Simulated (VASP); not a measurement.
Write the native input for VASP 6.6.1 that does the following.

```
Task                   : single point
Functional             : PBE
Potentials or basis    : VASP PAW PBE potentials, release 64 (Sc_sv, Ga_d, Sb_d_GW, As_d)
Cutoff                 : 600 eV
k mesh                 : 4 × 4 × 4
Occupations            : gaussian, width 0.1 eV
Spin                   : no spin polarisation
Dipole correction      : no
Further INCAR settings : ALGO = Normal; EDIFF = 1e-06; NBANDS = 49
```

The structure of Sc2GaSbAs2 lies in POSCAR:

```
Sc2GaSbAs2
1.0
    6.6767809300      0.0000000000      0.0000000000
    0.0000000000      6.6767809300      0.0000000000
    0.0000000000      0.0000000000      5.7798906100
Sc Ga Sb As
2 1 1 2
Direct
    0.0000000000      0.5000000000      0.0000000000
    0.5000000000      0.0000000000      0.0000000000
    0.0000000000      0.0000000000      0.5000000000
    0.5000000000      0.5000000000      0.5000000000
    0.0000000000      0.0000000000      0.3351421500
    0.0000000000      0.0000000000      0.6648578500
```

The cell was built from a structure type or drawn by symmetry, and may not be a known phase.

The input as run:

INCAR

```
PREC     = Accurate       # precision mode
ENCUT    = 600            # plane-wave cutoff, eV
EDIFF    = 1E-6           # SCF threshold, eV
ISMEAR   = 0              # smearing method
SIGMA    = 0.1            # smearing width, eV
LREAL    = False          # projectors in reciprocal space
LASPH    = True           # aspherical terms in the spheres
NELM     = 120            # most SCF steps
ALGO     = Normal         # electronic algorithm
ISIF     = 2              # what is computed and relaxed
LWAVE    = False          # write WAVECAR
LCHARG   = False          # write CHGCAR
GGA      = PE             # functional
NBANDS   = 49             # bands
GGA_COMPAT= False
```

KPOINTS

```
regular mesh
0
Gamma
  4 4 4
```

Potentials or basis: VASP PAW PBE potentials, release 64 (Sc_sv, Ga_d, Sb_d_GW, As_d).

Run with:

```console
$ cat potpaw_PBE.64/Sc_sv/POTCAR potpaw_PBE.64/Ga_d/POTCAR potpaw_PBE.64/Sb_d_GW/POTCAR potpaw_PBE.64/As_d/POTCAR > POTCAR
$ mpirun -np 1 vasp_std > vasp.out
```

It gave:

```yaml
Pressure: 350.9 GPa
Largest_force: 905.174 eV/Å
Band_gap_on_the_k_mesh: zero (bands 40 and 41 overlap by 0.37 eV)
```

Caveat: atoms lie so close that the PAW spheres overlap strongly, which falsifies energies and pressures; the cell stands under pressure; spin-orbit coupling is left out, which moves the levels of the heavy elements; forces of over 1 eV/Å act on the atoms, so gaps and moduli don't describe the material at rest.

Run time: 4.2 min on 1 thread of Intel(R) Xeon(R) 6975P-C (Granite Rapids), with other jobs on the host, peak memory 0.58 GiB.
